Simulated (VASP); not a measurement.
Zr:

```
Zr
1.0
    -1.77305    1.77305    1.77305
     1.77305   -1.77305    1.77305
     1.77305    1.77305   -1.77305
Zr
1
Direct
  0.00000 0.00000 0.00000
```

```yaml
Program: VASP 6.6.1
Task: relaxation of cell and atoms
Functional: PBE
Potentials_or_basis: VASP PAW PBE potentials, release 64 (Zr_sv)
Cutoff: 600 eV
k_mesh: 13 × 13 × 13
Occupations: fermi-dirac, width 0.05 eV
Spin: no spin polarisation
```

At the start: pressure 2.1 GPa; volume 22.30 Å³/atom.

Question: How do energy, volume and symmetry change on relaxing?

Answer: Over 3 steps the energy falls by 3.4 meV/atom and the volume is 22.82 Å³/atom (+2.3 %); space group Im-3m (No. 229, to 0.05 Å).

The path:
```csv
step,energy change (eV),largest force (eV/Å),pressure (GPa),volume (Å³)
1,0.0000,0.0000,2.13,22.30
2,-0.0010,0.0000,-1.66,23.27
3,-0.0034,0.0000,0.00,22.82
```

Final structure:
```
CELL_PARAMETERS angstrom
-1.78674 1.78674 1.78674
1.78674 -1.78674 1.78674
1.78674 1.78674 -1.78674
ATOMIC_POSITIONS crystal
Zr 0.00000 0.00000 0.00000
```
